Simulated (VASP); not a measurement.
TaGaMo3: single point with PBE

Crystal: TaGaMo3.

```xyz
5
Lattice="4.7523 0.0000 0.0000 0.0000 4.7523 0.0000 0.0000 0.0000 4.7523" Properties=species:S:1:pos:R:3 pbc="T T T"
Ta    2.3761    2.3761    2.3761
Ga    0.0000    0.0000    0.0000
Mo    0.0000    2.3761    2.3761
Mo    2.3761    2.3761    0.0000
Mo    2.3761    0.0000    2.3761
```

```yaml
Program: VASP 6.6.1
Task: single point
Functional: PBE
Potentials_or_basis: VASP PAW PBE potentials, release 64 (Ta_pv, Ga_d, Mo_sv)
Cutoff: 520 eV
k_mesh: 4 × 4 × 4
Occupations: gaussian, width 0.1 eV
Spin: no spin polarisation
Dipole_correction: no
Further_INCAR_settings: ALGO = Normal; EDIFF = 1e-06; NBANDS = 41
```

```yaml
Pressure: 0.6 GPa
Band_gap_on_the_k_mesh: zero (band 33 reaches 6.83 eV, above the bottom of band 34 at 6.26 eV)
```

Levels at points of the mesh, in eV from the Fermi level:
```csv
k point,band 31,band 32,band 33,band 34,band 35,band 36
"(0.00, 0.00, 0.00)",0.08,0.08,0.31,0.31,0.31,1.32
"(0.50, 0.00, 0.00)",-0.97,-0.46,-0.46,-0.26,0.10,0.45
"(0.50, 0.50, 0.00)",-1.14,-0.27,-0.25,-0.06,0.05,0.05
"(0.50, 0.50, 0.50)",-0.35,0.04,0.04,0.04,0.62,0.62
```

Wall time 28 s on 1 thread of AMD EPYC 9R14 (Zen 4), on a shared host, peak memory 0.19 GiB.

Caveat: spin-orbit coupling is left out, which moves the levels of the heavy elements.
